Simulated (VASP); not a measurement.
# WSe2 in VASP: single point with r2SCAN

Aim: the single point of WSe2 with r2SCAN.

Program: VASP 6.6.1. These are calculated values, not measurements. Logs are shortened: lines on timing, memory, paths and dates and some standing lists are left out, and cuts for length are marked.

## 1. The cell of the first run

The cell holds a slab with vacuum, 3 atoms: a = 3.286 Å, b = 3.286 Å, c = 32.737 Å, α = 90.00°, β = 90.00°, γ = 120.00°.

## 2. Single point, r2SCAN

Input file POSCAR:

```
WSe2
1.0
    3.2855208648      0.0000000000      0.0000000000
   -1.6427604324      2.8453445336      0.0000000000
    0.0000000000      0.0000000000     32.7374894635
Se W
2 1
Direct
    0.3333333333      0.6666666667      0.4485393955
    0.3333333333      0.6666666667      0.5514606045
    0.6666666667      0.3333333333      0.5000000000
```

Input file INCAR.step1:

```
SYSTEM = WSe2
PREC = Accurate
ENCUT = 520
ISMEAR = 0
SIGMA = 0.02
LREAL = .False.
LASPH = .True.
NELM = 100
LDIPOL = .True.
IDIPOL = 3
DIPOL = 0.5 0.5 0.500
NBANDS = 20
GGA = PE
ALGO = Normal
EDIFF = 1E-4
LWAVE = .True.
LCHARG = .False.
```

Input file INCAR.step2:

```
SYSTEM = WSe2
PREC = Accurate
ENCUT = 520
EDIFF = 1E-6
ISMEAR = 0
SIGMA = 0.02
LREAL = .False.
LASPH = .True.
NELM = 100
ALGO = Normal
ISIF = 2
LWAVE = .False.
LCHARG = .False.
LDIPOL = .True.
IDIPOL = 3
DIPOL = 0.5 0.5 0.500
METAGGA = R2SCAN
LMIXTAU = .True.
NBANDS = 20
ISTART = 1
```

Input file KPOINTS:

```
Automatic mesh
0
Gamma
  12 12 1
  0 0 0
```

Potentials or basis: VASP PAW PBE potentials, release 64 (Se, W_sv).

Started as:

```sh
$ cat potpaw_PBE.64/Se/POTCAR potpaw_PBE.64/W_sv/POTCAR > POTCAR
$ cp INCAR.step1 INCAR
$ mpirun -np 1 vasp_std > vasp.out
$ cp INCAR.step2 INCAR
$ mpirun -np 1 vasp_std > vasp.out
```

OUTCAR:

```text
SYSTEM = WSe2
   PREC = Accurate
   ENCUT = 520
   EDIFF = 1E-6
   ISMEAR = 0
   LREAL = .False.
   LASPH = .True.
   NELM = 100
   ISIF = 2
   METAGGA = R2SCAN
   ISTART = 1

 ion  position               nearest neighbor table
   1  0.333  0.667  0.449-   3 2.54   3 2.54   3 2.54
   2  0.333  0.667  0.551-   3 2.54   3 2.54   3 2.54
   3  0.667  0.333  0.500-   1 2.54   2 2.54   1 2.54   2 2.54   1 2.54   2 2.54

  LATTYP: Found a hexagonal cell.
 ALAT       =     3.2855208648
 C/A-ratio  =     9.9641703129

  Lattice vectors:

 A1 = (   3.2855208648,   0.0000000000,   0.0000000000)
 A2 = (  -1.6427604324,   2.8453445336,   0.0000000000)
 A3 = (   0.0000000000,   0.0000000000,  32.7374894635)

Analysis of symmetry for initial positions (statically):
=====================================================================
 Subroutine PRICEL returns:
 Original cell was already a primitive cell.

 Routine SETGRP: Setting up the symmetry group for a
 hexagonal supercell.

 Subroutine GETGRP returns: Found 12 space group operations
 (whereof 12 operations were pure point group operations)
 out of a pool of 24 trial point group operations.

The static configuration has the point symmetry D_3h.

Analysis of symmetry for dynamics (positions and initial velocities):
=====================================================================
 Subroutine PRICEL returns:
 Original cell was already a primitive cell.

 Routine SETGRP: Setting up the symmetry group for a
 hexagonal supercell.

 Subroutine GETGRP returns: Found 12 space group operations
 (whereof 12 operations were pure point group operations)
 out of a pool of 24 trial point group operations.

The dynamic configuration has the point symmetry D_3h.

 Subroutine INISYM returns: Found 12 space group operations
 (whereof 12 operations are pure point group operations),
 and found     1 'primitive' translations

----------------------------------------------------------------------------------------

                                     Primitive cell

  volume of cell :     306.0444

  direct lattice vectors                    reciprocal lattice vectors
     3.285520865  0.000000000  0.000000000     0.304365743  0.175725644  0.000000000
    -1.642760432  2.845344534  0.000000000     0.000000000  0.351451288  0.000000000
     0.000000000  0.000000000 32.737489463     0.000000000  0.000000000  0.030546020

  length of vectors
     3.285520865  3.285520865 32.737489463     0.351451288  0.351451288  0.030546020

  position of ions in fractional coordinates (direct lattice)
     0.333333333  0.666666667  0.448539395
     0.333333333  0.666666667  0.551460605
     0.666666667  0.333333333  0.500000000

  ion indices of the primitive-cell ions
   primitive index   ion index
                 1           1
                 2           2
                 3           3

----------------------------------------------------------------------------------------

 KPOINTS: Automatic mesh

Automatic generation of k-mesh.
 Grid dimensions read from file:
 generate k-points for:   12   12    1

 Generating k-lattice:

  Cartesian coordinates                     Fractional coordinates (reciprocal lattice)
     0.025363812  0.014643804  0.000000000     0.083333333  0.000000000  0.000000000
     0.000000000  0.029287607  0.000000000     0.000000000  0.083333333  0.000000000
     0.000000000  0.000000000  0.030546020     0.000000000  0.000000000  1.000000000

  Length of vectors
     0.029287607  0.029287607  0.030546020

  Shift w.r.t. Gamma in fractional coordinates (k-lattice)
     0.000000000  0.000000000  0.000000000

 Subroutine IBZKPT returns following result:
 ===========================================

 Found     19 irreducible k-points:

 Following reciprocal coordinates:
            Coordinates               Weight
  0.000000  0.000000  0.000000      1.000000
  0.083333  0.000000  0.000000      6.000000
  0.166667  0.000000  0.000000      6.000000
  0.250000  0.000000  0.000000      6.000000
  0.333333  0.000000  0.000000      6.000000
  0.416667  0.000000  0.000000      6.000000
[... 11 lines left out ...]
  0.333333  0.250000  0.000000     12.000000
  0.333333  0.333333  0.000000      2.000000
   k-points           NKPTS =     19   k-points in BZ     NKDIM =     19   number of bands    NBANDS=     20
   number of dos      NEDOS =    301   number of ions     NIONS =      3
   total plane-waves  NPLWV = 144000
   dimension x,y,z NGX =    24 NGY =   24 NGZ =  250
   dimension x,y,z NGXF=    48 NGYF=   48 NGZF=  500
   ions per type =               2   1
   NGX,Y,Z   is equivalent  to a cutoff of  12.14, 12.14, 12.70 a.u.
   NGXF,Y,Z  is equivalent  to a cutoff of  24.29, 24.29, 25.39 a.u.
 SYSTEM =  WSe2
   PREC   = accura    normal or accurate (medium, high low for compatibility)
   ISTART =      1    job   : 0-new  1-cont  2-samecut
   ICHARG =      0    charge: 1-file 2-atom 10-const
   ISPIN  =      1    spin polarized calculation?
   LNONCOLLINEAR =      F non collinear calculations
   LSORBIT =      F    spin-orbit coupling
   LASPH  =      T    aspherical Exc in radial PAW
   ENCUT  =  520.0 eV  38.22 Ry    6.18 a.u.   6.11  6.11 60.87*2*pi/ulx,y,z
   NELM   =    100;   NELMIN=  2; NELMDL=  0     # of ELM steps
   EDIFF  = 0.1E-05   stopping-criterion for ELM
   LREAL  =      F    real-space projection
   EDIFFG = 0.1E-04   stopping-criterion for IOM
   NSW    =      0    number of steps for IOM
   IBRION =     -1    ionic relax: 0-MD 1-quasi-New 2-CG
   NFREE  =      0    steps in history (QN), initial steepest desc. (CG)
   ISIF   =      2    stress and relaxation
   ISYM   =      2    0-nonsym 1-usesym 2-fastsym
   POTIM  = 0.5000    time-step for ionic-motion
   TEBEG  =    0.0;   TEEND  =   0.0 temperature during run
   PSTRESS=    0.0 pullay stress
   NELECT =      26.0000    total number of electrons
   NUPDOWN=      -1.0000    fix difference up-down
   EMIN   =  10.00;   EMAX   =-10.00  energy-range for DOS
   EFERMI =   0.00;   METHOD = LEGACY
   ISMEAR =     0;   SIGMA  =   0.02  broadening in eV -4-tet -1-fermi 0-gaus
   EFERMI_NEDOS =   21; number of points for ismear=-14 and -15
   IALGO  =     38    algorithm
   IMIX   =      4    mixing-type and parameters
     AMIX     =   0.40;   BMIX     =  1.00
     AMIX_MAG =   1.60;   BMIX_MAG =  1.00
  volume/ion in A,a.u.               =     102.01       688.43
  Fermi-wavevector in a.u.,A,eV,Ry     =   0.719677  1.359993  7.046939  0.517935
  Thomas-Fermi vector in A             =   1.808934
   LORBIT       =      0    0 simple, 1 ext, 2 COOP (PROOUT), +10 PAW based schemes
   METAGGA = R2SCAN    functional components
   LHFCALC =     F    Hartree Fock is set to
   AEXX    =    0.0000 exact exchange contribution
   IVDW    =     0    specifies the selected vdW correction
   LEPSILON=     F    determine dielectric tensor
   LRPA    =     F    only Hartree local field effects (RPA)
 non-spin polarized calculation
 Gauss-broadening in eV      SIGMA  =   0.02
  energy-cutoff  :      520.00
  volume of cell :      306.04
 maximum number of plane-waves:      8308
   NGX = 13   NGY = 13   NGZ =121

 number of electron      25.9999995 magnetization

 dipolmoment           0.000000      0.000000     -0.000000 electrons x Angstroem

 Free energy of the ion-electron system (eV)
  ---------------------------------------------------
  ext. energy  EPLUGINS =         0.00000000
  ---------------------------------------------------
  free energy    TOTEN  =       -81.74026616 eV

  energy without entropy =      -81.74026616  energy(sigma->0) =      -81.74026616

 E-fermi :  -2.8763     XC(G=0):  -2.4984

 val. band max:       -3.0737460270   @ k =   0.3333   0.3333   0.0000
 cond. band min:      -1.2868407765   @ k =   0.3333   0.3333   0.0000
 fundamental gap:      1.7869052504
 Fermi energy:        -2.8763349442

 k-point     1 :       0.0000    0.0000    0.0000
  band No.  band energies     occupation
      1     -79.0717      2.00000
      2     -42.6653      2.00000
      3     -42.5297      2.00000
      4     -42.5297      2.00000
      5     -18.5189      2.00000
      6     -17.2106      2.00000
[... 12 lines left out ...]
     19       2.1698      0.00000
     20       2.2491      0.00000

 k-point     2 :       0.0833    0.0000    0.0000
  band No.  band energies     occupation
      1     -79.0710      2.00000
      2     -42.6620      2.00000
      3     -42.5469      2.00000
      4     -42.5337      2.00000
      5     -18.4090      2.00000
      6     -17.1549      2.00000
[... 12 lines left out ...]
     19       2.3042      0.00000
     20       2.4041      0.00000

 k-point     3 :       0.1667    0.0000    0.0000
  band No.  band energies     occupation
      1     -79.0687      2.00000
      2     -42.6530      2.00000
      3     -42.5934      2.00000
      4     -42.5447      2.00000
      5     -18.0936      2.00000
      6     -16.9954      2.00000
[... 12 lines left out ...]
     19       2.6965      0.00000
     20       2.8105      0.00000

 k-point     4 :       0.2500    0.0000    0.0000
  band No.  band energies     occupation
      1     -79.0657      2.00000
      2     -42.6563      2.00000
      3     -42.6407      2.00000
      4     -42.5596      2.00000
      5     -17.6189      2.00000
      6     -16.7578      2.00000
[... 314 lines left out ...]
 k-point    18 :       0.3333    0.2500    0.0000
  band No.  band energies     occupation
      1     -79.0586      2.00000
      2     -42.7368      2.00000
      3     -42.6617      2.00000
      4     -42.6114      2.00000
      5     -16.1906      2.00000
      6     -16.0521      2.00000
[... 12 lines left out ...]
     19       4.4301      0.00000
     20       5.9620      0.00000

 k-point    19 :       0.3333    0.3333    0.0000
  band No.  band energies     occupation
      1     -79.0582      2.00000
      2     -42.7167      2.00000
      3     -42.6923      2.00000
      4     -42.6097      2.00000
      5     -16.0966      2.00000
      6     -16.0020      2.00000
[... 12 lines left out ...]
     19       3.7650      0.00000
     20       6.2296      0.00000

------------------------ aborting loop because EDIFF is reached ----------------------------------------

 vacuum level on the upper side and lower side of the slab       (xc-potential included)        -0.008        -0.008

  FORCE on cell =-STRESS in cart. coord.  units (eV):
  Direction    XX          YY          ZZ          XY          YZ          ZX
  --------------------------------------------------------------------------------------
  -------------------------------------------------------------------------------------
  Total        0.6451713      0.6451713     -0.6787937     -0.0000000     -0.0000000     -0.0000000
  in kB        3.3775453      3.3775453     -3.5535620     -0.0000000     -0.0000000     -0.0000000
  external PRESSURE =       1.0671762 kB  Pullay stress =       0.0000000 kB

 VOLUME and BASIS-vectors are now :
 -----------------------------------------------------------------------------
  energy-cutoff  :      520.00
  volume of cell :      306.04
      direct lattice vectors                 reciprocal lattice vectors
     3.285520865  0.000000000  0.000000000     0.304365743  0.175725644  0.000000000
    -1.642760432  2.845344534  0.000000000     0.000000000  0.351451288  0.000000000
     0.000000000  0.000000000 32.737489463     0.000000000  0.000000000  0.030546020

 POSITION                                       TOTAL-FORCE (eV/Angst)
 -----------------------------------------------------------------------------------
     -0.00000      1.89690     14.68405         0.000000     -0.000000      0.196599
     -0.00000      1.89690     18.05344         0.000000     -0.000000     -0.196599
      1.64276      0.94845     16.36874        -0.000000      0.000000      0.000000
 -----------------------------------------------------------------------------------
    total drift:                               -0.000000      0.000000      0.000000

  FREE ENERGIE OF THE ION-ELECTRON SYSTEM (eV)
  ---------------------------------------------------
  free  energy   TOTEN  =       -81.7402661573 eV

  energy  without entropy=      -81.7402661573  energy(sigma->0) =      -81.74026616

 vacuum level on the upper side and lower side of the slab         2.180         2.180
```

It took 8.7 min on 1 thread of Intel Xeon 6975P-C (Granite Rapids), shared host; peak memory 0.45 GiB.

What came out:

* Free energy: -81.7403 eV
* Largest force: 0.197 eV/Å
* Band gap on the k mesh: 1.79 eV, direct

Forces on the atoms (eV/Å):
```
Se   0.000  0.000  0.197
Se   0.000  0.000 -0.197
W    0.000  0.000  0.000
```

Levels at points of the mesh, in eV from the valence-band top:
```
           k point  band 10  band 11  band 12  band 13  band 14  band 15  band 16  band 17
(0.00, 0.00, 0.00)    -2.39    -1.26    -1.26    -0.41     3.14     3.14     3.28     3.28
(0.50, 0.00, 0.00)    -3.12    -2.35    -1.07    -0.99     2.62     2.96     4.04     4.61
```

Caveat: the PAW data sets were made with another functional, which shifts forces and pressure a little; spin-orbit coupling is left out, which moves the levels of the heavy elements.
